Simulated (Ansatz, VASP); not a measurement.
# One calculation of Be, two programs

Contents of INCAR:

```
SYSTEM = Be
PREC     = Accurate       ! precision mode
ENCUT    = 520            ! plane-wave cutoff, eV
EDIFF    = 1E-7           ! SCF threshold, eV
ISMEAR   = -1             ! smearing method
SIGMA    = 0.05           ! smearing width, eV
LREAL    = .False.        ! projectors in reciprocal space
LASPH    = .True.         ! aspherical terms in the spheres
NELM     = 100            ! most SCF steps
ALGO     = Normal         ! electronic algorithm
ISIF     = 2              ! what is computed and relaxed
LWAVE    = .False.        ! write WAVECAR
LCHARG   = .False.        ! write CHGCAR
GGA      = PS             ! functional
NBANDS   = 9              ! bands
```

The input KPOINTS:

```
regular mesh
0
Gamma
  13 13 8
  0 0 0
```

POSCAR

```
Be
1.0
    2.2853000000      0.0000000000      0.0000000000
   -1.1426500000      1.9791278553      0.0000000000
    0.0000000000      0.0000000000      3.5842000000
Be
2
Direct
    0.6882380000      0.3384440000      0.7501790000
    0.3173940000      0.6567560000      0.2585440000
```

File input.yaml:

```yaml
crystal:
  lattice:
    - [2.2853, 0.0, 0.0]
    - [-1.14265, 1.9791278553, 0.0]
    - [0.0, 0.0, 3.5842]
  atoms:
    - { symbol: Be, position: [0.688238, 0.338444, 0.750179] }
    - { symbol: Be, position: [0.317394, 0.656756, 0.258544] }
hamiltonian:
  xc: pbesol
  pseudopotentials: { kind: paw }
kpoints:
  mp_grid: { grid: [13, 13, 8] }
scf:
  occupations: { method: fermi_dirac, width: 0.05 }
output:
  forces: true
  stress: true
  eigenvalues: true
```

Change from the starting cell: atoms moved at random, drawn with an rms of 0.05 Å.

Alike in both runs: task single point; functional PBEsol; k mesh 13 × 13 × 8; occupations fermi-dirac, width 0.05 eV; no spin polarisation.

```csv
,VASP,Ansatz
version,VASP 6.6.1,Ansatz 0.2.0
potentials or method,"VASP PAW PBE potentials, release 64 (Be)",Ansatz PAW
plane-wave cutoff (eV),520,420
valence electrons in the cell,4,4
```

Ansatz gave:

- gap on the k mesh at the Fermi level (eV): none
- pressure (GPa): -3.7
- traceless stress, the component that is largest in VASP (GPa): 1.42
- rms of the force components (eV/Å): 0.209

Q: Which values does VASP return?

A: gap on the k mesh at the Fermi level (eV): none; pressure (GPa): -3.3; traceless stress, the component that is largest in VASP (GPa): 1.43; rms of the force components (eV/Å): 0.210.

VASP's potentials were made for PBE, not for PBEsol. Atom by atom the forces differ by 0.002 eV/Å (rms over components). A gap of «none» marks a metal or a gap that the smearing closes.
